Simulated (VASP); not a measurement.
# Dy3GaS2 (R-3m) in VASP: single point with PBE

Aim: the single point of Dy3GaS2 with PBE.

All numbers are computed with VASP 6.6.1; they aren't measurements. Logs are shortened: lines on timing, memory, paths and dates and some standing lists are left out, and cuts for length are marked.

## 1. The cell of the first run

The structure is trigonal, space group R-3m (No. 166). Conventional cell: a = 7.324 Å, b = 7.324 Å, c = 11.112 Å, α = 90.00°, β = 90.00°, γ = 120.00°. Within 3.7 Å of Dy (site symmetry 2/m) lie 2 S at 2.77 Å and 2 Ga at 2.81 Å and 4 Dy at 3.66 Å. Ga (site symmetry -3m) has 6 Dy at 2.81 Å and 2 S at 3.64 Å within 3.7 Å. S (site symmetry 3m) has 3 Dy at 2.77 Å and 1 Ga at 3.64 Å and 1 S at 3.83 Å within 3.9 Å.

The cell was generated, and may not be a known phase.

## 2. Single point, PBE

The input, INCAR:

```
ALGO = Normal
EDIFF = 1E-6
ENCUT = 500
GGA = PE
GGA_COMPAT = F
ISIF = 2
ISMEAR = 0
LASPH = T
LCHARG = F
LMAXMIX = 6
LREAL = F
LWAVE = F
NBANDS = 35
NELM = 200
PREC = Accurate
SIGMA = 0.2
```

The input, KPOINTS:

```
k-points
0
Gamma
  4 4 4
```

The input, POSCAR:

```
Dy3GaS2
1.0
    3.6619472360      2.1142262238      3.7039358228
   -3.6619472360      2.1142262238      3.7039358228
    0.0000000000     -4.2284524435      3.7039358252
Dy Ga S
3 1 2
Direct
    0.5000000000      0.5000000000      0.0000000000
    0.0000000000      0.5000000000      0.5000000000
    0.5000000000      0.0000000000      0.5000000000
    0.5000000000      0.5000000000      0.5000000000
    0.8276949731      0.8276949731      0.8276949731
    0.1723050269      0.1723050269      0.1723050269
```

Potentials or basis: VASP PAW PBE potentials, release 64 (Dy_3, Ga_d, S), 4f in core.

Command:

```bash
$ cat potpaw_PBE.64/Dy_3/POTCAR potpaw_PBE.64/Ga_d/POTCAR potpaw_PBE.64/S/POTCAR > POTCAR
$ mpirun -np 1 vasp_std > vasp.out
```

OUTCAR:

```text
EDIFF = 1E-6
   ENCUT = 500
   GGA = PE
   ISIF = 2
   ISMEAR = 0
   LASPH = T
   LREAL = F
   NELM = 200
   PREC = Accurate

 ion  position               nearest neighbor table
   1  0.500  0.500  0.000-   5 2.77   6 2.77   4 2.81   4 2.81   3 3.66   2 3.66   3 3.66   2 3.66

   2  0.000  0.500  0.500-   5 2.77   6 2.77   4 2.81   4 2.81   1 3.66   1 3.66   3 3.66   3 3.66

   3  0.500  0.000  0.500-   5 2.77   6 2.77   4 2.81   4 2.81   1 3.66   1 3.66   2 3.66   2 3.66

   4  0.500  0.500  0.500-   2 2.81   3 2.81   3 2.81   2 2.81   1 2.81   1 2.81
   5  0.828  0.828  0.828-   1 2.77   2 2.77   3 2.77
   6  0.172  0.172  0.172-   1 2.77   2 2.77   3 2.77

  LATTYP: Found a trigonal (rhomboedric) cell.
 ALAT       =     5.6212943940
 COS(alpha) =     0.1512466536

  Lattice vectors:

 A1 = (   3.6619472360,   2.1142262238,   3.7039358228)
 A2 = (  -3.6619472360,   2.1142262238,   3.7039358228)
 A3 = (   0.0000000000,  -4.2284524435,   3.7039358252)

Analysis of symmetry for initial positions (statically):
=====================================================================
 Subroutine PRICEL returns:
 Original cell was already a primitive cell.

 Routine SETGRP: Setting up the symmetry group for a
 trigonal (rhombohedral) supercell.

 Subroutine GETGRP returns: Found 12 space group operations
 (whereof 12 operations were pure point group operations)
 out of a pool of 12 trial point group operations.

The static configuration has the point symmetry D_3d.

Analysis of symmetry for dynamics (positions and initial velocities):
=====================================================================
 Subroutine PRICEL returns:
 Original cell was already a primitive cell.

 Routine SETGRP: Setting up the symmetry group for a
 trigonal (rhombohedral) supercell.

 Subroutine GETGRP returns: Found 12 space group operations
 (whereof 12 operations were pure point group operations)
 out of a pool of 12 trial point group operations.

The dynamic configuration has the point symmetry D_3d.

 Subroutine INISYM returns: Found 12 space group operations
 (whereof 12 operations are pure point group operations),
 and found     1 'primitive' translations

----------------------------------------------------------------------------------------

                                     Primitive cell

  volume of cell :     172.0593

  direct lattice vectors                    reciprocal lattice vectors
     3.661947236  2.114226224  3.703935823     0.136539379  0.078831047  0.089994360
    -3.661947236  2.114226224  3.703935823    -0.136539379  0.078831047  0.089994360
     0.000000000 -4.228452444  3.703935825     0.000000000 -0.157662094  0.089994360

  length of vectors
     5.621294394  5.621294394  5.621294394     0.181538758  0.181538758  0.181538758

  position of ions in fractional coordinates (direct lattice)
     0.500000000  0.500000000  1.000000000
     0.000000000  0.500000000  0.500000000
     0.500000000  0.000000000  0.500000000
     0.500000000  0.500000000  0.500000000
     0.827694973  0.827694973  0.827694973
     0.172305027  0.172305027  0.172305027

  ion indices of the primitive-cell ions
   primitive index   ion index
                 1           1
                 2           2
                 3           3
                 4           4
                 5           5
                 6           6

----------------------------------------------------------------------------------------

 KPOINTS: k-points

Automatic generation of k-mesh.
 Grid dimensions read from file:
 generate k-points for:    4    4    4

 Generating k-lattice:

  Cartesian coordinates                     Fractional coordinates (reciprocal lattice)
     0.034134845  0.019707762  0.022498590     0.250000000  0.000000000  0.000000000
    -0.034134845  0.019707762  0.022498590     0.000000000  0.250000000  0.000000000
     0.000000000 -0.039415523  0.022498590    -0.000000000 -0.000000000  0.250000000

  Length of vectors
     0.045384690  0.045384690  0.045384690

  Shift w.r.t. Gamma in fractional coordinates (k-lattice)
     0.000000000  0.000000000  0.000000000

 Subroutine IBZKPT returns following result:
 ===========================================

 Found     13 irreducible k-points:

 Following reciprocal coordinates:
            Coordinates               Weight
  0.000000  0.000000  0.000000      1.000000
  0.250000  0.000000  0.000000      6.000000
  0.500000  0.000000  0.000000      3.000000
  0.250000  0.250000  0.000000      6.000000
  0.500000  0.250000  0.000000     12.000000
 -0.250000  0.250000  0.000000      6.000000
  0.500000  0.500000  0.000000      3.000000
  0.250000  0.250000  0.250000      2.000000
  0.500000  0.250000  0.250000      6.000000
 -0.250000  0.250000  0.250000      6.000000
  0.500000  0.500000  0.250000      6.000000
 -0.250000  0.500000  0.250000      6.000000
  0.500000  0.500000  0.500000      1.000000
   k-points           NKPTS =     13   k-points in BZ     NKDIM =     13   number of bands    NBANDS=     35
   number of dos      NEDOS =    301   number of ions     NIONS =      6
   total plane-waves  NPLWV =  74088
   dimension x,y,z NGX =    42 NGY =   42 NGZ =   42
   dimension x,y,z NGXF=    84 NGYF=   84 NGZF=   84
   ions per type =               3   1   2
   NGX,Y,Z   is equivalent  to a cutoff of  12.42, 12.42, 12.42 a.u.
   NGXF,Y,Z  is equivalent  to a cutoff of  24.84, 24.84, 24.84 a.u.
 SYSTEM =  unknown system
   PREC   = accura    normal or accurate (medium, high low for compatibility)
   ISTART =      0    job   : 0-new  1-cont  2-samecut
   ICHARG =      2    charge: 1-file 2-atom 10-const
   ISPIN  =      1    spin polarized calculation?
   LNONCOLLINEAR =      F non collinear calculations
   LSORBIT =      F    spin-orbit coupling
   LASPH  =      T    aspherical Exc in radial PAW
   ENCUT  =  500.0 eV  36.75 Ry    6.06 a.u.  10.25 10.25 10.25*2*pi/ulx,y,z
   NELM   =    200;   NELMIN=  2; NELMDL= -5     # of ELM steps
   EDIFF  = 0.1E-05   stopping-criterion for ELM
   LREAL  =      F    real-space projection
   EDIFFG = 0.1E-04   stopping-criterion for IOM
   NSW    =      0    number of steps for IOM
   IBRION =     -1    ionic relax: 0-MD 1-quasi-New 2-CG
   NFREE  =      0    steps in history (QN), initial steepest desc. (CG)
   ISIF   =      2    stress and relaxation
   ISYM   =      2    0-nonsym 1-usesym 2-fastsym
   POTIM  = 0.5000    time-step for ionic-motion
   TEBEG  =    0.0;   TEEND  =   0.0 temperature during run
   PSTRESS=    0.0 pullay stress
   NELECT =      52.0000    total number of electrons
   NUPDOWN=      -1.0000    fix difference up-down
   EMIN   =  10.00;   EMAX   =-10.00  energy-range for DOS
   EFERMI =   0.00;   METHOD = LEGACY
   ISMEAR =     0;   SIGMA  =   0.20  broadening in eV -4-tet -1-fermi 0-gaus
   EFERMI_NEDOS =   21; number of points for ismear=-14 and -15
   IALGO  =     38    algorithm
   IMIX   =      4    mixing-type and parameters
     AMIX     =   0.40;   BMIX     =  1.00
     AMIX_MAG =   1.60;   BMIX_MAG =  1.00
  volume/ion in A,a.u.               =      28.68       193.52
  Fermi-wavevector in a.u.,A,eV,Ry     =   1.098626  2.076102 16.421947  1.206979
  Thomas-Fermi vector in A             =   2.235007
   LORBIT       =      0    0 simple, 1 ext, 2 COOP (PROOUT), +10 PAW based schemes
   GGA     = PE    functional components
   LHFCALC =     F    Hartree Fock is set to
   AEXX    =    0.0000 exact exchange contribution
   IVDW    =     0    specifies the selected vdW correction
   LEPSILON=     F    determine dielectric tensor
   LRPA    =     F    only Hartree local field effects (RPA)
 non-spin polarized calculation
 Gauss-broadening in eV      SIGMA  =   0.20
  energy-cutoff  :      500.00
  volume of cell :      172.06
 maximum number of plane-waves:      4399
 NGX is ok and might be reduce to    42
   NGX = 21   NGY = 21   NGZ = 21

 number of electron      51.9999967 magnetization

 Free energy of the ion-electron system (eV)
  ---------------------------------------------------
  ext. energy  EPLUGINS =         0.00000000
  ---------------------------------------------------
  free energy    TOTEN  =       -29.52425289 eV

  energy without entropy =      -29.48387531  energy(sigma->0) =      -29.50406410

 E-fermi :   3.5018     XC(G=0):  -9.1641

 val. band max:        3.2981257981   @ k =   0.2500   0.0000   0.0000
 cond. band min:       3.5971460928   @ k =   0.2500   0.2500   0.2500
 fundamental gap:      0.2990202947
 Fermi energy:         3.5018446685

 k-point     1 :       0.0000    0.0000    0.0000
  band No.  band energies     occupation
      1     -20.8476      2.00000
      2     -20.8476      2.00000
      3     -20.7210      2.00000
      4     -20.6996      2.00000
      5     -20.5140      2.00000
      6     -20.5140      2.00000
[... 27 lines left out ...]
     34       6.3775      0.00000
     35       7.0298      0.00000

 k-point     2 :       0.2500    0.0000    0.0000
  band No.  band energies     occupation
      1     -20.8444      2.00000
      2     -20.8286      2.00000
      3     -20.7362      2.00000
      4     -20.6590      2.00000
      5     -20.5195      2.00000
      6     -20.5146      2.00000
[... 27 lines left out ...]
     34       6.2079      0.00000
     35       6.5886      0.00000

 k-point     3 :       0.5000    0.0000    0.0000
  band No.  band energies     occupation
      1     -20.8417      2.00000
      2     -20.7956      2.00000
      3     -20.7652      2.00000
      4     -20.5940      2.00000
      5     -20.5329      2.00000
      6     -20.5151      2.00000
[... 27 lines left out ...]
     34       5.7720      0.00000
     35       6.4898      0.00000

 k-point     4 :       0.2500    0.2500    0.0000
  band No.  band energies     occupation
      1     -20.8484      2.00000
      2     -20.8274      2.00000
      3     -20.7337      2.00000
      4     -20.6602      2.00000
      5     -20.5287      2.00000
      6     -20.4992      2.00000
[... 27 lines left out ...]
     34       6.2061      0.00000
     35       6.3978      0.00000

 k-point     5 :       0.5000    0.2500    0.0000
  band No.  band energies     occupation
      1     -20.8410      2.00000
      2     -20.8042      2.00000
      3     -20.7593      2.00000
      4     -20.5978      2.00000
      5     -20.5396      2.00000
      6     -20.5008      2.00000
[... 27 lines left out ...]
     34       6.1671      0.00000
     35       6.2051      0.00000

 k-point     6 :      -0.2500    0.2500    0.0000
  band No.  band energies     occupation
      1     -20.8387      2.00000
      2     -20.8007      2.00000
      3     -20.7649      2.00000
      4     -20.5934      2.00000
      5     -20.5460      2.00000
      6     -20.5075      2.00000
[... 27 lines left out ...]
     34       5.9634      0.00000
     35       6.4617      0.00000

 k-point     7 :       0.5000    0.5000    0.0000
  band No.  band energies     occupation
      1     -20.8511      2.00000
      2     -20.7967      2.00000
      3     -20.7577      2.00000
      4     -20.5964      2.00000
      5     -20.5347      2.00000
      6     -20.5314      2.00000
[... 27 lines left out ...]
     34       5.5954      0.00000
     35       6.0084      0.00000

 k-point     8 :       0.2500    0.2500    0.2500
  band No.  band energies     occupation
      1     -20.8512      2.00000
      2     -20.8512      2.00000
      3     -20.7139      2.00000
      4     -20.7053      2.00000
      5     -20.5396      2.00000
      6     -20.4979      2.00000
[... 27 lines left out ...]
     34       5.9712      0.00000
     35       6.1663      0.00000

 k-point     9 :       0.5000    0.2500    0.2500
  band No.  band energies     occupation
      1     -20.8487      2.00000
      2     -20.8348      2.00000
      3     -20.7270      2.00000
      4     -20.6655      2.00000
      5     -20.5533      2.00000
      6     -20.4976      2.00000
[... 27 lines left out ...]
     34       6.0737      0.00000
     35       6.3394      0.00000

 k-point    10 :      -0.2500    0.2500    0.2500
  band No.  band energies     occupation
      1     -20.8468      2.00000
      2     -20.7977      2.00000
      3     -20.7602      2.00000
      4     -20.5975      2.00000
      5     -20.5423      2.00000
      6     -20.4976      2.00000
[... 27 lines left out ...]
     34       5.8015      0.00000
     35       6.2367      0.00000

 k-point    11 :       0.5000    0.5000    0.2500
  band No.  band energies     occupation
      1     -20.8533      2.00000
      2     -20.8344      2.00000
      3     -20.7244      2.00000
      4     -20.6668      2.00000
      5     -20.5727      2.00000
      6     -20.4981      2.00000
[... 27 lines left out ...]
     34       5.9928      0.00000
     35       6.6260      0.00000

 k-point    12 :      -0.2500    0.5000    0.2500
  band No.  band energies     occupation
      1     -20.8435      2.00000
      2     -20.8092      2.00000
      3     -20.7532      2.00000
      4     -20.6047      2.00000
      5     -20.5393      2.00000
      6     -20.5186      2.00000
[... 27 lines left out ...]
     34       5.7803      0.00000
     35       6.2011      0.00000

 k-point    13 :       0.5000    0.5000    0.5000
  band No.  band energies     occupation
      1     -20.8566      2.00000
      2     -20.8566      2.00000
      3     -20.7112      2.00000
      4     -20.7067      2.00000
      5     -20.5954      2.00000
      6     -20.4799      2.00000
[... 27 lines left out ...]
     34       6.6760      0.00000
     35       6.6762      0.00000

------------------------ aborting loop because EDIFF is reached ----------------------------------------

  FORCE on cell =-STRESS in cart. coord.  units (eV):
  Direction    XX          YY          ZZ          XY          YZ          ZX
  --------------------------------------------------------------------------------------
  -------------------------------------------------------------------------------------
  Total        0.3302907      0.3302907      0.0040586     -0.0000000     -0.0000000     -0.0000000
  in kB        3.0755916      3.0755916      0.0377924     -0.0000000     -0.0000000     -0.0000000
  external PRESSURE =       2.0629918 kB  Pullay stress =       0.0000000 kB

 VOLUME and BASIS-vectors are now :
 -----------------------------------------------------------------------------
  energy-cutoff  :      500.00
  volume of cell :      172.06
      direct lattice vectors                 reciprocal lattice vectors
     3.661947236  2.114226224  3.703935823     0.136539379  0.078831047  0.089994360
    -3.661947236  2.114226224  3.703935823    -0.136539379  0.078831047  0.089994360
     0.000000000 -4.228452444  3.703935825     0.000000000 -0.157662094  0.089994360

 POSITION                                       TOTAL-FORCE (eV/Angst)
 -----------------------------------------------------------------------------------
      0.00000      2.11423      3.70394         0.000000     -0.000000      0.000000
     -1.83097     -1.05711      3.70394        -0.000000      0.000000      0.000000
      1.83097     -1.05711      3.70394        -0.000000     -0.000000      0.000000
      0.00000      0.00000      5.55590         0.000000      0.000000      0.000000
      0.00000      0.00000      9.19719         0.000000      0.000000      0.027356
      0.00000      0.00000      1.91462         0.000000     -0.000000     -0.027356
 -----------------------------------------------------------------------------------
    total drift:                                0.000000      0.000000     -0.000000

  FREE ENERGIE OF THE ION-ELECTRON SYSTEM (eV)
  ---------------------------------------------------
  free  energy   TOTEN  =       -29.5242528885 eV

  energy  without entropy=      -29.4838753092  energy(sigma->0) =      -29.50406410
```

It took 42 s on 1 thread of AMD EPYC 9R45 (Zen 5), shared host; peak memory 0.26 GiB.

Results:

```
Free energy            : -29.5243 eV
Pressure               : 0.2 GPa
Largest force          : 0.027 eV/Å
Band gap on the k mesh : zero (bands 26 and 27 overlap by 0.05 eV)
```

Forces in eV/Å, atoms in the order of the input:
```
Dy   0.000  0.000  0.000
Dy   0.000  0.000  0.000
Dy   0.000  0.000  0.000
Ga   0.000  0.000  0.000
S    0.000  0.000  0.027
S    0.000  0.000 -0.027
```

Stress tensor (GPa, compression positive):
```
0.31 0.00 0.00
0.00 0.31 0.00
0.00 0.00 0.00
```

Levels at points of the mesh, in eV from the Fermi level:
```csv
k point,band 22,band 23,band 24,band 25,band 26,band 27,band 28,band 29,band 30,band 31
"(0.00, 0.00, 0.00)",-2.58,-2.43,-0.49,-0.49,-0.42,0.35,0.40,0.40,1.34,1.36
"(0.50, 0.00, 0.00)",-3.30,-3.17,-1.82,-0.58,0.15,0.18,0.28,0.72,1.08,1.12
"(0.50, 0.50, 0.00)",-3.12,-2.46,-1.93,-1.71,-0.51,0.36,1.19,1.31,1.31,1.32
"(0.50, 0.50, 0.50)",-3.45,-2.05,-1.95,-1.95,-1.90,0.41,0.45,0.45,2.01,2.21
```

Caveat: spin-orbit coupling is left out, which moves the levels of the heavy elements; the 4f electrons are frozen in the core, so they carry no moment and show no levels; the run has no spin polarisation, though such a crystal can be magnetic. With open d or f shells a metallic result of PBE can be an artefact of self-interaction; +U or a hybrid may open a gap.

The gap in the log of VASP goes by the Fermi energy; the results here count the filled bands.